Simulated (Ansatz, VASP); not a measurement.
## SiO2: VASP beside Ansatz

```
CELL_PARAMETERS angstrom
-2.64035 4.63050 4.52498
2.64035 -4.63050 4.52498
2.64035 4.63050 -4.52498
ATOMIC_POSITIONS crystal
Si 0.91694 0.84044 0.07650
Si 0.73605 0.15956 0.57650
Si 0.08306 0.15956 0.92350
Si 0.26395 0.84044 0.42350
O 0.11350 0.86350 0.25000
O 0.88650 0.13650 0.75000
O 0.77567 0.50000 0.77567
O 0.22433 0.00000 0.72433
O 0.22433 0.50000 0.22433
O 0.77567 0.00000 0.27567
O 0.00000 0.00000 0.00000
O 0.50000 0.00000 0.50000
```

Alike in both runs: task single point; functional PBE; k mesh 6 × 6 × 6; occupations tetrahedron; no spin polarisation.

|  | VASP | Ansatz |
| --- | --- | --- |
| version | VASP 6.6.1 | Ansatz 0.2.0 |
| potentials or method | VASP PAW PBE potentials, release 64 (Si, O), cutoff 520 eV | scalar-relativistic, plane waves, PAW |
| valence electrons in the cell | 64 | 64 |

```csv
,VASP,Ansatz,Ansatz less VASP
gap on the k mesh at the Fermi level (eV),5.38,5.38,+0.003
pressure (GPa),0.7,0.6,-0.05
"traceless stress, the component that is largest in VASP (GPa)",-0.07,-0.02,+0.053
rms of the force components (eV/Å),0.016,0.000,-0.0153
```

Atom by atom the forces differ by 0.016 eV/Å (rms over components). Ansatz's warnings: band table not solved further, tetrahedron derivatives may miss energy slope.
